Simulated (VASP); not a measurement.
# BaTe in VASP: further runs

Runs on BaTe. Level: HSE06. Tasks: single point.

All numbers are computed with VASP 6.6.1; they aren't measurements. Logs are shortened: lines on timing, memory, paths and dates and some standing lists are left out, and cuts for length are marked.

## 1. The cell of the first run

It takes space group F-43m (No. 216, cubic). Conventional cell: a = 7.711 Å, b = 7.711 Å, c = 7.711 Å, α = 90.00°, β = 90.00°, γ = 90.00°. Ba (site symmetry -43m) has 4 Te at 3.34 Å within 4.4 Å. Te (site symmetry -43m) has 4 Ba at 3.34 Å within 4.4 Å.

## 2. Single point, HSE06 (strain -1.5%)

POSCAR reads:

```
BaTe
1.0
    0.0000000000      3.8554462862      3.8554462862
    3.8554462862      0.0000000000      3.8554462862
    3.8554462862      3.8554462862      0.0000000000
Ba Te
1 1
Direct
    0.0000000000      0.0000000000      0.0000000000
    0.2500000000      0.2500000000      0.2500000000
```

INCAR.step1 reads:

```
SYSTEM = BaTe
ALGO = Normal
EDIFF = 1E-5
ENCUT = 400
GGA = PE
GGA_COMPAT = .False.
ISIF = 2
ISMEAR = 0
LASPH = .True.
LREAL = .False.
LWAVE = .True.
NBANDS = 15
NELM = 120
PREC = Accurate
SIGMA = 0.01
```

INCAR.step2 reads:

```
SYSTEM = BaTe
ALGO = Normal
EDIFF = 1E-6
ENCUT = 400
GGA = PE
GGA_COMPAT = .False.
HFSCREEN = 0.2079
ISIF = 2
ISMEAR = 0
ISTART = 1
LASPH = .True.
LCHARG = .True.
LELF = .True.
LHFCALC = .True.
LREAL = .False.
LVHAR = .True.
LWAVE = .False.
NBANDS = 15
NELM = 120
PREC = Accurate
PRECFOCK = Normal
SIGMA = 0.01
```

KPOINTS reads:

```
k-points
0
Gamma
  4 4 4
  0 0 0
```

Potentials or basis: VASP PAW PBE potentials, release 64 (Ba_sv, Te).

Launch:

```bash
$ cat potpaw_PBE.64/Ba_sv/POTCAR potpaw_PBE.64/Te/POTCAR > POTCAR
$ cp INCAR.step1 INCAR
$ mpirun -np 1 vasp_std > vasp.out
$ cp INCAR.step2 INCAR
$ mpirun -np 1 vasp_std > vasp.out
```

OUTCAR:

```text
SYSTEM = BaTe
   EDIFF = 1E-6
   ENCUT = 400
   GGA = PE
   HFSCREEN = 0.2079
   ISIF = 2
   ISMEAR = 0
   ISTART = 1
   LASPH = .True.
   LHFCALC = .True.
   LREAL = .False.
   NELM = 120
   PREC = Accurate
   PRECFOCK = Normal

 ion  position               nearest neighbor table
   1  0.000  0.000  0.000-   2 3.34   2 3.34   2 3.34   2 3.34
   2  0.250  0.250  0.250-   1 3.34   1 3.34   1 3.34   1 3.34

  LATTYP: Found a face centered cubic cell.
 ALAT       =     7.7108925724

  Lattice vectors:

 A1 = (   0.0000000000,   3.8554462862,   3.8554462862)
 A2 = (   3.8554462862,   0.0000000000,   3.8554462862)
 A3 = (   3.8554462862,   3.8554462862,   0.0000000000)

Analysis of symmetry for initial positions (statically):
=====================================================================
 Subroutine PRICEL returns:
 Original cell was already a primitive cell.

 Routine SETGRP: Setting up the symmetry group for a
 face centered cubic supercell.

 Subroutine GETGRP returns: Found 24 space group operations
 (whereof 24 operations were pure point group operations)
 out of a pool of 48 trial point group operations.

The static configuration has the point symmetry T_d .

Analysis of symmetry for dynamics (positions and initial velocities):
=====================================================================
 Subroutine PRICEL returns:
 Original cell was already a primitive cell.

 Routine SETGRP: Setting up the symmetry group for a
 face centered cubic supercell.

 Subroutine GETGRP returns: Found 24 space group operations
 (whereof 24 operations were pure point group operations)
 out of a pool of 48 trial point group operations.

The dynamic configuration has the point symmetry T_d .

 Subroutine INISYM returns: Found 24 space group operations
 (whereof 24 operations are pure point group operations),
 and found     1 'primitive' translations

----------------------------------------------------------------------------------------

                                     Primitive cell

  volume of cell :     114.6183

  direct lattice vectors                    reciprocal lattice vectors
     0.000000000  3.855446286  3.855446286    -0.129686673  0.129686673  0.129686673
     3.855446286  0.000000000  3.855446286     0.129686673 -0.129686673  0.129686673
     3.855446286  3.855446286  0.000000000     0.129686673  0.129686673 -0.129686673

  length of vectors
     5.452424427  5.452424427  5.452424427     0.224623906  0.224623906  0.224623906

  position of ions in fractional coordinates (direct lattice)
     0.000000000  0.000000000  0.000000000
     0.250000000  0.250000000  0.250000000

  ion indices of the primitive-cell ions
   primitive index   ion index
                 1           1
                 2           2

----------------------------------------------------------------------------------------

 KPOINTS: k-points

Automatic generation of k-mesh.
 Grid dimensions read from file:
 generate k-points for:    4    4    4

 Generating k-lattice:

  Cartesian coordinates                     Fractional coordinates (reciprocal lattice)
    -0.032421668  0.032421668  0.032421668     0.250000000  0.000000000  0.000000000
     0.032421668 -0.032421668  0.032421668     0.000000000  0.250000000  0.000000000
     0.032421668  0.032421668 -0.032421668     0.000000000  0.000000000  0.250000000

  Length of vectors
     0.056155976  0.056155976  0.056155976

  Shift w.r.t. Gamma in fractional coordinates (k-lattice)
     0.000000000  0.000000000  0.000000000

 Subroutine IBZKPT returns following result:
 ===========================================

 Found      8 irreducible k-points:

 Following reciprocal coordinates:
            Coordinates               Weight
  0.000000  0.000000  0.000000      1.000000
  0.250000  0.000000  0.000000      8.000000
  0.500000  0.000000  0.000000      4.000000
  0.250000  0.250000  0.000000      6.000000
  0.500000  0.250000  0.000000     24.000000
 -0.250000  0.250000  0.000000     12.000000
  0.500000  0.500000  0.000000      3.000000
 -0.250000  0.500000  0.250000      6.000000
   k-points           NKPTS =      8   k-points in BZ     NKDIM =     64   number of bands    NBANDS=     15
   number of dos      NEDOS =    301   number of ions     NIONS =      2
   total plane-waves  NPLWV =  46656
   dimension x,y,z NGX =    36 NGY =   36 NGZ =   36
   dimension x,y,z NGXF=    72 NGYF=   72 NGZF=   72
   ions per type =               1   1
   NGX,Y,Z   is equivalent  to a cutoff of  10.98, 10.98, 10.98 a.u.
   NGXF,Y,Z  is equivalent  to a cutoff of  21.95, 21.95, 21.95 a.u.
 SYSTEM =  BaTe
   PREC   = accura    normal or accurate (medium, high low for compatibility)
   ISTART =      1    job   : 0-new  1-cont  2-samecut
   ICHARG =      0    charge: 1-file 2-atom 10-const
   ISPIN  =      1    spin polarized calculation?
   LNONCOLLINEAR =      F non collinear calculations
   LSORBIT =      F    spin-orbit coupling
   LASPH  =      T    aspherical Exc in radial PAW
   ENCUT  =  400.0 eV  29.40 Ry    5.42 a.u.   8.89  8.89  8.89*2*pi/ulx,y,z
   NELM   =    120;   NELMIN=  2; NELMDL=  0     # of ELM steps
   EDIFF  = 0.1E-05   stopping-criterion for ELM
   LREAL  =      F    real-space projection
   EDIFFG = 0.1E-04   stopping-criterion for IOM
   NSW    =      0    number of steps for IOM
   IBRION =     -1    ionic relax: 0-MD 1-quasi-New 2-CG
   NFREE  =      0    steps in history (QN), initial steepest desc. (CG)
   ISIF   =      2    stress and relaxation
   ISYM   =      3    0-nonsym 1-usesym 2-fastsym
   POTIM  = 0.5000    time-step for ionic-motion
   TEBEG  =    0.0;   TEEND  =   0.0 temperature during run
   PSTRESS=    0.0 pullay stress
   NELECT =      16.0000    total number of electrons
   NUPDOWN=      -1.0000    fix difference up-down
   EMIN   =  10.00;   EMAX   =-10.00  energy-range for DOS
   EFERMI =   0.00;   METHOD = LEGACY
   ISMEAR =     0;   SIGMA  =   0.01  broadening in eV -4-tet -1-fermi 0-gaus
   EFERMI_NEDOS =   21; number of points for ismear=-14 and -15
   IALGO  =     38    algorithm
   IMIX   =      1    mixing-type and parameters
     AMIX     =   0.40;   BMIX     =  1.00
     AMIX_MAG =   1.60;   BMIX_MAG =  1.00
  volume/ion in A,a.u.               =      57.31       386.74
  Fermi-wavevector in a.u.,A,eV,Ry     =   0.849239  1.604830  9.812626  0.721208
  Thomas-Fermi vector in A             =   1.965029
   LORBIT       =      0    0 simple, 1 ext, 2 COOP (PROOUT), +10 PAW based schemes
   GGA     = PE    functional components
   LHFCALC =     T    Hartree Fock is set to
   PRECFOCK=normal    Normal, Fast or Accurate (Low or Medium for compatibility)
   ENCUT4O =  -1.0   cutoff for four orbital integrals eV
   NKREDX  =     1    reduce k-point grid by
   NKREDY  =     1    reduce k-point grid by
   NKREDZ  =     1    reduce k-point grid by
   AEXX    =    0.2500 exact exchange contribution
   HFSCREEN=    0.2079 screening length (either q_TF or 0.3 A-1)
   HFSCREENC=   0.2079 screening length for correlation (either q_TF or 0.3 A-1)
   ENCUTFOCK=  -1.0 apply spherical cutoff to Coloumb kernel
   IVDW    =     0    specifies the selected vdW correction
   LEPSILON=     F    determine dielectric tensor
   LRPA    =     F    only Hartree local field effects (RPA)
 non-spin polarized calculation
 Gauss-broadening in eV      SIGMA  =   0.01
  energy-cutoff  :      400.00
  volume of cell :      114.62
 maximum number of plane-waves:      2120
  NGX = 28; NGY = 28; NGZ = 28

 number of electron      16.0000000 magnetization

 Free energy of the ion-electron system (eV)
  ---------------------------------------------------
  ext. energy  EPLUGINS =         0.00000000
  ---------------------------------------------------
  free energy    TOTEN  =        -9.21299914 eV

  energy without entropy =       -9.21299914  energy(sigma->0) =       -9.21299914

 E-fermi :  -0.2826     XC(G=0):  -5.7937

 val. band max:       -0.3310683330   @ k =  -0.2500   0.5000   0.2500
 cond. band min:       3.0254385884   @ k =   0.0000   0.0000   0.0000
 fundamental gap:      3.3565069214
 Fermi energy:        -0.2826095208

 k-point     1 :       0.0000    0.0000    0.0000
  band No.  band energies     occupation
      1     -28.9566      2.00000
      2     -13.1065      2.00000
      3     -13.1065      2.00000
      4     -13.1065      2.00000
      5      -9.8924      2.00000
      6      -0.8359      2.00000
      7      -0.8359      2.00000
      8      -0.8359      2.00000
      9       3.0254      0.00000
     10       4.8135      0.00000
     11       4.8135      0.00000
     12       6.8584      0.00000
     13       6.8584      0.00000
     14       6.8584      0.00000
     15       8.8469      0.00000

 k-point     2 :       0.2500    0.0000    0.0000
  band No.  band energies     occupation
      1     -28.9539      2.00000
      2     -13.2432      2.00000
      3     -13.1177      2.00000
      4     -13.1177      2.00000
      5      -9.6937      2.00000
      6      -1.0523      2.00000
      7      -0.7236      2.00000
      8      -0.7236      2.00000
      9       4.0792      0.00000
     10       4.6274      0.00000
     11       4.6274      0.00000
     12       6.2697      0.00000
     13       6.9035      0.00000
     14       7.1195      0.00000
     15       7.1195      0.00000

 k-point     3 :       0.5000    0.0000    0.0000
  band No.  band energies     occupation
      1     -28.9512      2.00000
      2     -13.3663      2.00000
      3     -13.1288      2.00000
      4     -13.1288      2.00000
      5      -9.5132      2.00000
      6      -1.1041      2.00000
      7      -0.6202      2.00000
      8      -0.6202      2.00000
      9       4.5944      0.00000
     10       5.0161      0.00000
     11       5.0161      0.00000
     12       5.0853      0.00000
     13       5.9694      0.00000
     14       5.9694      0.00000
     15       8.2364      0.00000

 k-point     4 :       0.2500    0.2500    0.0000
  band No.  band energies     occupation
      1     -28.9530      2.00000
      2     -13.2632      2.00000
      3     -13.1333      2.00000
      4     -13.1333      2.00000
      5      -9.6282      2.00000
      6      -1.2267      2.00000
      7      -0.6076      2.00000
      8      -0.6076      2.00000
      9       3.7417      0.00000
     10       4.6335      0.00000
     11       5.2343      0.00000
     12       6.4511      0.00000
     13       6.6355      0.00000
     14       6.6355      0.00000
     15       8.0092      0.00000

 k-point     5 :       0.5000    0.2500    0.0000
  band No.  band energies     occupation
      1     -28.9503      2.00000
      2     -13.3664      2.00000
      3     -13.1635      2.00000
      4     -13.1444      2.00000
      5      -9.4472      2.00000
      6      -1.1667      2.00000
      7      -0.6164      2.00000
      8      -0.4809      2.00000
      9       3.6563      0.00000
     10       4.6126      0.00000
     11       5.2115      0.00000
     12       6.1421      0.00000
     13       6.3666      0.00000
     14       6.7567      0.00000
     15       8.3091      0.00000

 k-point     6 :      -0.2500    0.2500    0.0000
  band No.  band energies     occupation
      1     -28.9512      2.00000
      2     -13.3348      2.00000
      3     -13.1636      2.00000
      4     -13.1289      2.00000
      5      -9.5071      2.00000
      6      -1.0124      2.00000
      7      -0.7575      2.00000
      8      -0.5954      2.00000
      9       4.1709      0.00000
     10       4.4129      0.00000
     11       4.9161      0.00000
     12       6.0043      0.00000
     13       6.5457      0.00000
     14       7.1351      0.00000
     15       7.5298      0.00000

 k-point     7 :       0.5000    0.5000    0.0000
  band No.  band energies     occupation
      1     -28.9494      2.00000
      2     -13.3996      2.00000
      3     -13.1600      2.00000
      4     -13.1600      2.00000
      5      -9.3882      2.00000
      6      -1.4279      2.00000
      7      -0.3352      2.00000
      8      -0.3352      2.00000
      9       3.3472      0.00000
     10       4.5020      0.00000
     11       5.7509      0.00000
     12       5.7509      0.00000
     13       5.8476      0.00000
     14       7.9643      0.00000
     15       8.5001      0.00000

 k-point     8 :      -0.2500    0.5000    0.2500
  band No.  band energies     occupation
      1     -28.9494      2.00000
      2     -13.3842      2.00000
      3     -13.1771      2.00000
      4     -13.1608      2.00000
      5      -9.3865      2.00000
      6      -0.9715      2.00000
      7      -0.8761      2.00000
      8      -0.3311      2.00000
      9       3.3532      0.00000
     10       4.3494      0.00000
     11       5.5183      0.00000
     12       5.8723      0.00000
     13       6.8590      0.00000
     14       7.9272      0.00000
     15       8.1340      0.00000

------------------------ aborting loop because EDIFF is reached ----------------------------------------

  FORCE on cell =-STRESS in cart. coord.  units (eV):
  Direction    XX          YY          ZZ          XY          YZ          ZX
  --------------------------------------------------------------------------------------
  -------------------------------------------------------------------------------------
  Total        0.7030854      0.7030854      0.7030854      0.0000000      0.0000000      0.0000000
  in kB        9.8279896      9.8279896      9.8279896      0.0000000      0.0000000      0.0000000
  external PRESSURE =       9.8279896 kB  Pullay stress =       0.0000000 kB

 VOLUME and BASIS-vectors are now :
 -----------------------------------------------------------------------------
  energy-cutoff  :      400.00
  volume of cell :      114.62
      direct lattice vectors                 reciprocal lattice vectors
     0.000000000  3.855446286  3.855446286    -0.129686673  0.129686673  0.129686673
     3.855446286  0.000000000  3.855446286     0.129686673 -0.129686673  0.129686673
     3.855446286  3.855446286  0.000000000     0.129686673  0.129686673 -0.129686673

 POSITION                                       TOTAL-FORCE (eV/Angst)
 -----------------------------------------------------------------------------------
      0.00000      0.00000      0.00000        -0.000000      0.000000      0.000000
      1.92772      1.92772      1.92772         0.000000     -0.000000     -0.000000
 -----------------------------------------------------------------------------------
    total drift:                                0.000004     -0.000003      0.000001

  FREE ENERGIE OF THE ION-ELECTRON SYSTEM (eV)
  ---------------------------------------------------
  free  energy   TOTEN  =        -9.2129991367 eV

  energy  without entropy=       -9.2129991367  energy(sigma->0) =       -9.21299914
```

Run time: 7.6 min. Hardware: 1 thread of Intel Xeon Platinum 8488C (Sapphire Rapids), shared host; peak memory 0.32 GiB.

Results:

| Item | Value |
| --- | --- |
| Free energy | -9.2130 eV |
| Pressure | 1.0 GPa |
| Band gap on the k mesh | 3.36 eV (least direct gap 3.68 eV) |

Caveat: the cell differs from its parent crystal (strain -1.5%); the PAW data sets were made with another functional, which shifts forces and pressure a little; spin-orbit coupling is left out, which moves the levels of the heavy elements.

## 3. Single point, HSE06 (strain along [111] -3.0%)

POSCAR reads:

```
BaTe
1.0
   -0.0782831733      3.8358754929      3.8358754929
    3.8358754929     -0.0782831733      3.8358754929
    3.8358754929      3.8358754929     -0.0782831733
Ba Te
1 1
Direct
   -0.0024443304     -0.0024443304     -0.0024443304
    0.2524443304      0.2524443304      0.2524443304
```

INCAR.step1 reads:

```
ALGO = Normal
EDIFF = 1E-5
ENCUT = 400
GGA = PE
GGA_COMPAT = F
ISIF = 2
ISMEAR = 0
LASPH = T
LCHARG = F
LREAL = F
LWAVE = T
NBANDS = 15
NELM = 120
PREC = Accurate
SIGMA = 0.01
```

INCAR.step2 reads:

```
ALGO = Normal
EDIFF = 1E-6
ENCUT = 400
GGA = PE
GGA_COMPAT = F
HFSCREEN = 0.2079
ISIF = 2
ISMEAR = 0
ISTART = 1
LASPH = T
LCHARG = F
LHFCALC = T
LREAL = F
LWAVE = F
NBANDS = 15
NELM = 120
PREC = Accurate
PRECFOCK = Normal
SIGMA = 0.01
```

KPOINTS reads:

```
k-points
0
Gamma
  4 4 4
```

Potentials or basis: VASP PAW PBE potentials, release 64 (Ba_sv, Te).

Launch:

```bash
$ cat potpaw_PBE.64/Ba_sv/POTCAR potpaw_PBE.64/Te/POTCAR > POTCAR
$ cp INCAR.step1 INCAR
$ mpirun -np 1 vasp_std > vasp.out
$ cp INCAR.step2 INCAR
$ mpirun -np 1 vasp_std > vasp.out
```

Wall time 7.7 min (1 thread of Intel Xeon Platinum 8488C (Sapphire Rapids), shared host); peak memory 0.32 GiB.

The run converged. Its results:

* Free energy: -9.2205 eV
* Pressure: 0.6 GPa
* Largest force: 0.004 eV/Å
* Band gap on the k mesh: 3.32 eV (least direct gap 3.67 eV)

Forces in eV/Å, atoms in the order of the input:
```
Ba   0.002  0.002  0.002
Te  -0.002 -0.002 -0.002
```

Stress tensor (GPa, compression positive):
```
0.62 0.05 0.05
0.05 0.62 0.05
0.05 0.05 0.62
```

Levels at points of the mesh, in eV from the valence-band top:
```csv
k point,band 5,band 6,band 7,band 8,band 9,band 10,band 11,band 12
"(0.00, 0.00, 0.00)",-9.55,-0.52,-0.52,-0.43,3.32,5.11,5.11,7.02
"(0.50, 0.00, 0.00)",-9.19,-0.79,-0.28,-0.27,4.86,5.16,5.34,5.49
"(0.50, 0.50, 0.00)",-9.08,-1.08,-0.04,0.00,3.67,4.80,6.01,6.04
"(0.50, 0.50, 0.50)",-9.21,-0.73,-0.33,-0.33,4.94,5.33,5.33,5.34
```

Caveat: the cell differs from its parent crystal (strain along [111] -3.0%); the PAW data sets were made with another functional, which shifts forces and pressure a little; spin-orbit coupling is left out, which moves the levels of the heavy elements. A k mesh can miss the band edges.
